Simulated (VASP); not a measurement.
# BAs (F-43m) in VASP: a series of runs

The runs below take BAs through single point, with PBE.

Everything below comes from runs of VASP 6.6.1. Logs are shortened: lines on timing, memory, paths and dates and some standing lists are left out, and cuts for length are marked.

### Step 1. The cell of the first run

It takes space group F-43m (No. 216, cubic). The conventional cell has a = 4.808 Å, b = 4.808 Å, c = 4.808 Å, α = 90.00°, β = 90.00°, γ = 90.00°. Within 2.8 Å of B (site symmetry -43m) lie 4 As at 2.08 Å. Within 2.8 Å of As (site symmetry -43m) lie 4 B at 2.08 Å.

### Step 2. Single point, PBE

Input file INCAR:

```
SYSTEM = BAs
ALGO = Normal
EDIFF = 1E-6
ENCUT = 520
GGA = PE
ISIF = 2
ISMEAR = 0
LASPH = .TRUE.
LCHARG = .FALSE.
LREAL = .FALSE.
LWAVE = .FALSE.
NBANDS = 11
NELM = 80
PREC = Accurate
SIGMA = 0.05
```

Input file KPOINTS:

```
k-points
0
G
  12 12 12
  0 0 0
```

Input file POSCAR:

```
BAs
1.0
    0.0000000000      2.4037551284      2.4037551284
    2.4037551284      0.0000000000      2.4037551284
    2.4037551284      2.4037551284      0.0000000000
B As
1 1
Direct
    0.0000000000      0.0000000000      0.0000000000
    0.7500000000      0.7500000000      0.7500000000
```

Potentials or basis: VASP PAW PBE potentials, release 64 (B, As).

Run with:

```bash
cat potpaw_PBE.64/B/POTCAR potpaw_PBE.64/As/POTCAR > POTCAR
mpirun -np 1 vasp_std > vasp.out
```

OUTCAR:

```text
SYSTEM = BAs
   EDIFF = 1E-6
   ENCUT = 520
   GGA = PE
   ISIF = 2
   ISMEAR = 0
   LASPH = .TRUE.
   LREAL = .FALSE.
   NELM = 80
   PREC = Accurate

 ion  position               nearest neighbor table
   1  0.000  0.000  0.000-   2 2.08   2 2.08   2 2.08   2 2.08
   2  0.750  0.750  0.750-   1 2.08   1 2.08   1 2.08   1 2.08

  LATTYP: Found a face centered cubic cell.
 ALAT       =     4.8075102568

  Lattice vectors:

 A1 = (   0.0000000000,   2.4037551284,   2.4037551284)
 A2 = (   2.4037551284,   0.0000000000,   2.4037551284)
 A3 = (   2.4037551284,   2.4037551284,   0.0000000000)

Analysis of symmetry for initial positions (statically):
=====================================================================
 Subroutine PRICEL returns:
 Original cell was already a primitive cell.

 Routine SETGRP: Setting up the symmetry group for a
 face centered cubic supercell.

 Subroutine GETGRP returns: Found 24 space group operations
 (whereof 24 operations were pure point group operations)
 out of a pool of 48 trial point group operations.

The static configuration has the point symmetry T_d .

Analysis of symmetry for dynamics (positions and initial velocities):
=====================================================================
 Subroutine PRICEL returns:
 Original cell was already a primitive cell.

 Routine SETGRP: Setting up the symmetry group for a
 face centered cubic supercell.

 Subroutine GETGRP returns: Found 24 space group operations
 (whereof 24 operations were pure point group operations)
 out of a pool of 48 trial point group operations.

The dynamic configuration has the point symmetry T_d .

 Subroutine INISYM returns: Found 24 space group operations
 (whereof 24 operations are pure point group operations),
 and found     1 'primitive' translations

----------------------------------------------------------------------------------------

                                     Primitive cell

  volume of cell :      27.7780

  direct lattice vectors                    reciprocal lattice vectors
     0.000000000  2.403755128  2.403755128    -0.208007877  0.208007877  0.208007877
     2.403755128  0.000000000  2.403755128     0.208007877 -0.208007877  0.208007877
     2.403755128  2.403755128  0.000000000     0.208007877  0.208007877 -0.208007877

  length of vectors
     3.399423103  3.399423103  3.399423103     0.360280211  0.360280211  0.360280211

  position of ions in fractional coordinates (direct lattice)
     0.000000000  0.000000000  0.000000000
     0.750000000  0.750000000  0.750000000

  ion indices of the primitive-cell ions
   primitive index   ion index
                 1           1
[... 79 lines left out ...]
   ISIF   =      2    stress and relaxation
   ISYM   =      2    0-nonsym 1-usesym 2-fastsym
   POTIM  = 0.5000    time-step for ionic-motion
   TEBEG  =    0.0;   TEEND  =   0.0 temperature during run
   PSTRESS=    0.0 pullay stress
   NELECT =       8.0000    total number of electrons
   NUPDOWN=      -1.0000    fix difference up-down
   EMIN   =  10.00;   EMAX   =-10.00  energy-range for DOS
   EFERMI =   0.00;   METHOD = LEGACY
   ISMEAR =     0;   SIGMA  =   0.05  broadening in eV -4-tet -1-fermi 0-gaus
   EFERMI_NEDOS =   21; number of points for ismear=-14 and -15
   IALGO  =     38    algorithm
   IMIX   =      4    mixing-type and parameters
     AMIX     =   0.40;   BMIX     =  1.00
     AMIX_MAG =   1.60;   BMIX_MAG =  1.00
  volume/ion in A,a.u.               =      13.89        93.73
  Fermi-wavevector in a.u.,A,eV,Ry     =   1.081113  2.043008 15.902575  1.168806
  Thomas-Fermi vector in A             =   2.217122
   LORBIT       =      0    0 simple, 1 ext, 2 COOP (PROOUT), +10 PAW based schemes
   GGA     = PE    functional components
   LHFCALC =     F    Hartree Fock is set to
   AEXX    =    0.0000 exact exchange contribution
   IVDW    =     0    specifies the selected vdW correction
   LEPSILON=     F    determine dielectric tensor
   LRPA    =     F    only Hartree local field effects (RPA)
 non-spin polarized calculation
 Gauss-broadening in eV      SIGMA  =   0.05
  energy-cutoff  :      520.00
  volume of cell :       27.78
 maximum number of plane-waves:       760
 NGX is ok and might be reduce to    28
   NGX = 13   NGY = 13   NGZ = 13

 number of electron       8.0000000 magnetization

 Free energy of the ion-electron system (eV)
  ---------------------------------------------------
  ext. energy  EPLUGINS =         0.00000000
  ---------------------------------------------------
  free energy    TOTEN  =       -11.41361867 eV

  energy without entropy =      -11.41361867  energy(sigma->0) =      -11.41361867

 E-fermi :   6.1654     XC(G=0): -10.5018

 val. band max:        5.9170555829   @ k =   0.0000   0.0000   0.0000
 cond. band min:       7.1202028197   @ k =   0.4167   0.4167   0.0000
 fundamental gap:      1.2031472367
 Fermi energy:         6.1653986605

 k-point     1 :       0.0000    0.0000    0.0000
  band No.  band energies     occupation
      1      -9.3113      2.00000
      2       5.9171      2.00000
      3       5.9171      2.00000
      4       5.9171      2.00000
      5       9.1699      0.00000
      6       9.1699      0.00000
      7       9.1699      0.00000
      8      10.3621      0.00000
      9      15.4080      0.00000
     10      18.7908      0.00000
     11      18.7908      0.00000
[... 309 lines left out ...]
 k-point    24 :      -0.4167    0.1667    0.0000
  band No.  band energies     occupation
      1      -6.2167      2.00000
      2      -2.3553      2.00000
      3       2.0236      2.00000
      4       3.6191      2.00000
      5       9.1133      0.00000
      6      11.3774      0.00000
      7      11.9083      0.00000
      8      15.0292      0.00000
      9      17.3697      0.00000
     10      18.7178      0.00000
     11      20.2668      0.00000

 [... further k-points ...]
[... 5 lines left out ...]
  --------------------------------------------------------------------------------------
  -------------------------------------------------------------------------------------
  Total        0.1288002      0.1288002      0.1288002      0.0000000     -0.0000000      0.0000000
  in kB        7.4289334      7.4289334      7.4289334      0.0000000     -0.0000000      0.0000000
  external PRESSURE =       7.4289334 kB  Pullay stress =       0.0000000 kB

 VOLUME and BASIS-vectors are now :
 -----------------------------------------------------------------------------
  energy-cutoff  :      520.00
  volume of cell :       27.78
      direct lattice vectors                 reciprocal lattice vectors
     0.000000000  2.403755128  2.403755128    -0.208007877  0.208007877  0.208007877
     2.403755128  0.000000000  2.403755128     0.208007877 -0.208007877  0.208007877
     2.403755128  2.403755128  0.000000000     0.208007877  0.208007877 -0.208007877

 POSITION                                       TOTAL-FORCE (eV/Angst)
 -----------------------------------------------------------------------------------
      0.00000      0.00000      0.00000         0.000000      0.000000      0.000000
      3.60563      3.60563      3.60563        -0.000000     -0.000000     -0.000000
 -----------------------------------------------------------------------------------
    total drift:                                0.000000      0.000000      0.000000

  FREE ENERGIE OF THE ION-ELECTRON SYSTEM (eV)
  ---------------------------------------------------
  free  energy   TOTEN  =       -11.4136186714 eV

  energy  without entropy=      -11.4136186714  energy(sigma->0) =      -11.41361867
```

stdout:

```text
POSCAR found type information on POSCAR B As
 POSCAR found :  2 types and       2 ions
 scaLAPACK will be used
 LDA part: xc-table for (Slater+PW92), standard interpolation
 POSCAR, INCAR and KPOINTS ok, starting setup
 FFT: planning ... GRIDC
 FFT: planning ... GRID_SOFT
 FFT: planning ... GRID
 WAVECAR not read
 entering main loop
```

It took 40 s on 1 thread of Intel Xeon 6975P-C, shared host; peak memory 0.17 GiB.

Results:

- Free energy: -11.4136 eV
- Pressure: 0.7 GPa
- Band gap on the k mesh: 1.20 eV, indirect (least direct gap 3.25 eV)

Levels at points of the mesh, in eV from the valence-band top:
```
           k point  band 2  band 3  band 4  band 5  band 6  band 7
(0.00, 0.00, 0.00)    0.00    0.00    0.00    3.25    3.25    3.25
(0.50, 0.00, 0.00)   -8.65   -1.79   -1.79    2.58    4.76    4.76
(0.50, 0.50, 0.00)   -8.42   -4.00   -4.00    1.45    1.46   11.18
```

A k mesh can miss the band edges. PBE gaps usually lie below the measured ones, often by a third to a half.

### Step 3. Single point, PBE (volume scaled by 1.020)

Input file INCAR:

```
SYSTEM = BAs
PREC = Accurate
ENCUT = 520
EDIFF = 1E-6
ISMEAR = 0
SIGMA = 0.05
LREAL = .False.
LASPH = .True.
NELM = 60
ALGO = Normal
ISIF = 2
LWAVE = .False.
LCHARG = .False.
GGA = PE
NBANDS = 11
```

Input file KPOINTS:

```
regular mesh
0
Gamma
  12 12 12
  0 0 0
```

Input file POSCAR:

```
BAs
1.0
    0.0000000000      2.4196745005      2.4196745005
    2.4196745005      0.0000000000      2.4196745005
    2.4196745005      2.4196745005      0.0000000000
B As
1 1
Direct
    0.0000000000      0.0000000000      0.0000000000
    0.7500000000      0.7500000000      0.7500000000
```

Potentials or basis: VASP PAW PBE potentials, release 64 (B, As).

Run with:

```bash
cat potpaw_PBE.64/B/POTCAR potpaw_PBE.64/As/POTCAR > POTCAR
mpirun -np 1 vasp_std > vasp.out
```

Run time: 49 s. Hardware: 1 thread of Intel Xeon 6975P-C, shared host; peak memory 0.17 GiB.

It converged, with:

```
Free energy            : -11.4118 eV
Pressure               : -1.8 GPa
Band gap on the k mesh : 1.22 eV, indirect (least direct gap 3.23 eV)
```

Levels at points of the mesh, in eV from the valence-band top:
| k point | band 2 | band 3 | band 4 | band 5 | band 6 | band 7 |
| --- | --- | --- | --- | --- | --- | --- |
| (0.00, 0.00, 0.00) | 0.00 | 0.00 | 0.00 | 3.23 | 3.23 | 3.23 |
| (0.50, 0.00, 0.00) | -8.51 | -1.76 | -1.76 | 2.47 | 4.73 | 4.73 |
| (0.50, 0.50, 0.00) | -8.32 | -3.92 | -3.92 | 1.48 | 1.48 | 11.00 |

 A k mesh can miss the band edges.

### Step 4. Single point, PBE (volume scaled by 1.040)

Input file INCAR:

```
SYSTEM = BAs
  PREC = Accurate
  ENCUT = 520
  EDIFF = 1E-6
  ISMEAR = 0
  SIGMA = 0.05
  LREAL = .False.
  LASPH = .True.
  NELM = 80
  ALGO = Normal
  ISIF = 2
  LWAVE = .False.
  LCHARG = .False.
  GGA = PE
  NBANDS = 11
```

Input file KPOINTS:

```
Automatic mesh
0
Gamma
  12 12 12
  0 0 0
```

Input file POSCAR:

```
BAs
1.0
    0.0000000000      2.4353871128      2.4353871128
    2.4353871128      0.0000000000      2.4353871128
    2.4353871128      2.4353871128      0.0000000000
B As
1 1
Direct
    0.0000000000      0.0000000000      0.0000000000
    0.7500000000      0.7500000000      0.7500000000
```

Run with:

```bash
cat potpaw_PBE.64/B/POTCAR potpaw_PBE.64/As/POTCAR > POTCAR
mpirun -np 1 vasp_std > vasp.out
```

Wall time 46 s (1 thread of Intel Xeon 6975P-C, shared host); peak memory 0.17 GiB.

It converged, with:

```
Free energy            : -11.4015 eV
Pressure               : -4.1 GPa
Band gap on the k mesh : 1.24 eV, indirect (least direct gap 3.21 eV)
```

Levels at points of the mesh, in eV from the valence-band top:
| k point | band 1 | band 2 | band 3 | band 4 | band 5 | band 6 | band 7 | band 8 |
| --- | --- | --- | --- | --- | --- | --- | --- | --- |
| (0.00, 0.00, 0.00) | -14.88 | 0.00 | 0.00 | 0.00 | 3.21 | 3.21 | 3.21 | 3.96 |
| (0.50, 0.00, 0.00) | -12.22 | -8.37 | -1.72 | -1.72 | 2.36 | 4.71 | 4.71 | 8.74 |
| (0.50, 0.50, 0.00) | -10.99 | -8.21 | -3.84 | -3.84 | 1.49 | 1.50 | 10.82 | 10.82 |

 A k mesh can miss the band edges.

### Step 5. Summary

| cell | gap on the mesh (eV) | pressure (GPa) |
| --- | --- | --- |
| a = 3.399 Å, angles 60.0°, 2 atoms | 1.20 | 0.7 |
| a = 3.422 Å, angles 60.0°, 2 atoms | 1.22 | -1.8 |
| a = 3.444 Å, angles 60.0°, 2 atoms | 1.24 | -4.1 |

Alike in all rows: task single point; level PBE; potentials or basis VASP PAW PBE potentials, release 64 (B, As); no spin polarisation; k mesh 12 × 12 × 12; cutoff (eV) 520; smearing gaussian 0.05 eV.

Absolute energies hang on the potentials; compare differences alone.
